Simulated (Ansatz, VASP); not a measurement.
# Two plane-wave programs on Si3S2

The input INCAR:

```
ALGO = Normal ; EDIFF = 1E-7
EDIFFG = -0.04 ; ENCUT = 600
GGA = PE ; IBRION = 2
ISIF = 3 ; ISMEAR = 0
LASPH = T ; LCHARG = F
LREAL = F ; LWAVE = F
NELM = 80 ; NSW = 90
PREC = Accurate ; SIGMA = 0.1
```

File KPOINTS:

```
k-points
0
Gamma
  6 6 4
```

Contents of POSCAR:

```
Si3S2
1.0
    3.9782418182      0.0000000000      0.0000000000
   -1.9891209091      3.4452584770      0.0000000000
    0.0000000000      0.0000000000      6.1894980573
Si S
3 2
Direct
    0.0000000000      0.0000000000      0.0000000000
    0.3333333333      0.6666666667      0.6450000000
    0.6666666667      0.3333333333      0.3550000000
    0.3333333333      0.6666666667      0.2450000000
    0.6666666667      0.3333333333      0.7550000000
```

Input for Ansatz:

```yaml
crystal:
  lattice:
    - [3.9782418182, 0.0, 0.0]
    - [-1.9891209091, 3.445258477, 0.0]
    - [0.0, 0.0, 6.1894980573]
  atoms:
    - { symbol: Si, position: [0.0, 0.0, 0.0] }
    - { symbol: Si, position: [0.3333333333, 0.6666666667, 0.645] }
    - { symbol: Si, position: [0.6666666667, 0.3333333333, 0.355] }
    - { symbol: S, position: [0.3333333333, 0.6666666667, 0.245] }
    - { symbol: S, position: [0.6666666667, 0.3333333333, 0.755] }
basis:
  ecutwfc: 420
kpoints:
  mp_grid: { grid: [6, 6, 4] }
hamiltonian:
  xc: pbe
scf:
  occupations: { method: gaussian, width: 0.1 }
  lower_state_search: "off"
output:
  forces: true
  stress: true
  eigenvalues: true
relax:
  adjacent_minimum: "off"
  f_tol: 0.04
  max_steps: 70
  cell: { stress_tol: 0.4 }
```

Alike in both runs: task relaxation of cell and atoms; functional PBE; k mesh 6 × 6 × 4; occupations gaussian, width 0.1 eV; no spin polarisation.

```csv
,VASP,Ansatz
version,VASP 6.6.1,Ansatz 0.2.0
potentials or method,"VASP PAW PBE potentials, release 64 (Si, S), cutoff 600 eV","scalar-relativistic, plane waves, PAW"
valence electrons in the cell,24,24
```

|  | VASP | Ansatz | Ansatz less VASP |
| --- | --- | --- | --- |
| gap on the k mesh at the Fermi level, each at its own relaxed structure (eV) | none | none | - |
| relaxed volume (Å³/atom) | 21.93 | 17.18 | -4.746 |
| relaxed length of the cell vector where the two differ most in proportion (Å) | 4.662 | 4.229 | -0.4329 |

A gap of «none» marks a metal or a gap that the smearing closes. One of these differences is far larger than is usual between the two programs; its cause wasn't traced.

Noted on VASP's run: the volume moved by over 15 % at a fixed basis, so the end points are rough.
